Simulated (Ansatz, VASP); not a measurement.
## GaAs: VASP beside Ansatz

```
Ga As
1.0
     0.00000    2.82685    2.82685
     2.82685    0.00000    2.82685
     2.82685    2.82685    0.00000
Ga As
1 1
Direct
  0.00000 0.00000 0.00000
  0.25000 0.25000 0.25000
```

Alike in both runs: task relaxation of cell and atoms; functional r2SCAN; dispersion rVV10; k mesh 6 × 6 × 6; no spin polarisation.

```csv
,VASP,Ansatz
version,VASP 6.6.1,Ansatz 0.2.0
potentials or method,"VASP PAW PBE potentials, release 64 (Ga_d, As), cutoff 600 eV","plane waves, PAW"
occupations,"gaussian, width 0.01 eV",fixed
valence electrons in the cell,18,28
```

|  | VASP | Ansatz | Ansatz less VASP |
| --- | --- | --- | --- |
| relaxed volume (Å³/atom) | 22.53 | 22.51 | -0.018 |
| relaxed cell length with the largest relative difference (Å) | 3.994 | 3.993 | -0.0010 |

VASP's potentials were made for PBE, not for r2SCAN. VASP's potentials hold 18 valence electrons a cell and Ansatz's 28, so a difference there can come from the potentials and not from the codes.
